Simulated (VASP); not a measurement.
Wanted: the native input for a VASP 6.6.1 run.

```yaml
Task: single point
Functional: PBE
Potentials_or_basis: VASP PAW PBE potentials, release 64 (Bi_d, Se)
Cutoff: 520 eV
k_mesh: 4 × 4 × 4
Occupations: gaussian, width 0.1 eV
Spin: no spin polarisation
Dipole_correction: no
Further_INCAR_settings: ALGO = Normal; EDIFF = 1e-06; NBANDS = 32
```

The structure of Bi2Se3 lies in POSCAR:

```
Bi2Se3
1.0
   -2.6211341756      2.6211341756      5.7365774578
    2.6211341756     -2.6211341756      5.7365774578
    2.6211341756      2.6211341756     -5.7365774578
Bi Se
2 3
Direct
    0.7500000000      0.2500000000      0.5000000000
    0.2500000000      0.7500000000      0.5000000000
    0.5000000000      0.0000000000      0.5000000000
    0.0000000000      0.5000000000      0.5000000000
    0.5000000000      0.5000000000      0.0000000000
```

The cell was built from a structure type or drawn by symmetry, and may not be a known phase.

These files were run (other wordings do the same):

INCAR

```
PREC = Accurate
ENCUT = 520
EDIFF = 1E-6
ISMEAR = 0
SIGMA = 0.1
LREAL = F
LASPH = T
NELM = 80
ALGO = Normal
ISIF = 2
LWAVE = F
LCHARG = F
GGA = PE
NBANDS = 32
```

KPOINTS

```
regular mesh
0
Gamma
  4 4 4
```

Potentials or basis: VASP PAW PBE potentials, release 64 (Bi_d, Se).

Launch:

```sh
$ cat potpaw_PBE.64/Bi_d/POTCAR potpaw_PBE.64/Se/POTCAR > POTCAR
$ mpirun -np 1 vasp_std > vasp.out
```

Results of the run:

```json
{"Pressure": "-0.1 GPa", "Band gap on the k mesh": "zero (bands 24 and 25 overlap by 0.50 eV)"}
```

Caveat: spin-orbit coupling is left out, which moves the levels of the heavy elements.

It took 100 s on 1 thread of AMD EPYC 9R14 (Zen 4), on a shared host, peak memory 0.36 GiB.
